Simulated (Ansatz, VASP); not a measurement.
# One calculation of C, two programs

POSCAR

```
C
1.0
    0.0000000000      1.7833700000      1.7833700000
    1.7833700000      0.0000000000      1.7833700000
    1.7833700000      1.7833700000      0.0000000000
C
2
Direct
    0.0000000000      0.0000000000      0.0000000000
    0.2500000000      0.2500000000      0.2500000000
```

Contents of INCAR.step1:

```
PREC = Accurate
ENCUT = 600
ISMEAR = 0
SIGMA = 0.01
LREAL = False
LASPH = True
NELM = 60
GGA = PE
ALGO = Normal
EDIFF = 1E-4
LWAVE = True
LCHARG = False
```

Contents of INCAR.step2:

```
PREC = Accurate
ENCUT = 600
EDIFF = 1E-6
ISMEAR = 0
SIGMA = 0.01
LREAL = False
LASPH = True
NELM = 60
ALGO = Normal
ISIF = 3
LWAVE = False
LCHARG = False
METAGGA = R2SCAN
LMIXTAU = True
IVDW = 13
VDW_S6 = 1.0
VDW_S8 = 0.6018749
VDW_A1 = 0.51559235
VDW_A2 = 5.77342911
IBRION = 2
NSW = 80
EDIFFG = -0.01
ISTART = 1
```

The input KPOINTS:

```
regular mesh
0
Gamma
  8 8 8
```

Input for Ansatz:

```yaml
crystal:
  lattice:
    - [0.0, 1.78337, 1.78337]
    - [1.78337, 0.0, 1.78337]
    - [1.78337, 1.78337, 0.0]
  atoms:
    - { symbol: C, position: [0.0, 0.0, 0.0] }
    - { symbol: C, position: [0.25, 0.25, 0.25] }
kpoints:
  mp_grid:
    grid: [8, 8, 8]
hamiltonian:
  xc: r2scan
  dispersion: d4
scf:
  occupations:
    method: fixed
relax:
  cell: {}
```

Alike in both runs: task relaxation of cell and atoms; functional r2SCAN; dispersion D4; k mesh 8 × 8 × 8; no spin polarisation.

|  | VASP | Ansatz |
| --- | --- | --- |
| version | VASP 6.6.1 | Ansatz 0.2.0 |
| potentials or method | VASP PAW PBE potentials, release 64 (C) | plane waves, PAW |
| plane-wave cutoff (eV) | 600 | 500 |
| occupations | gaussian, width 0.01 eV | fixed |
| valence electrons in the cell | 8 | 8 |

Ansatz gave:

```
relaxed volume (Å³/atom)                                     : 5.61
relaxed cell length with the largest relative difference (Å) : 2.513
```

Q: Estimate VASP's values.

A: Relaxed volume (Å³/atom): 5.62; relaxed cell length with the largest relative difference (Å): 2.514.

VASP's potentials were made for PBE, not for r2SCAN.
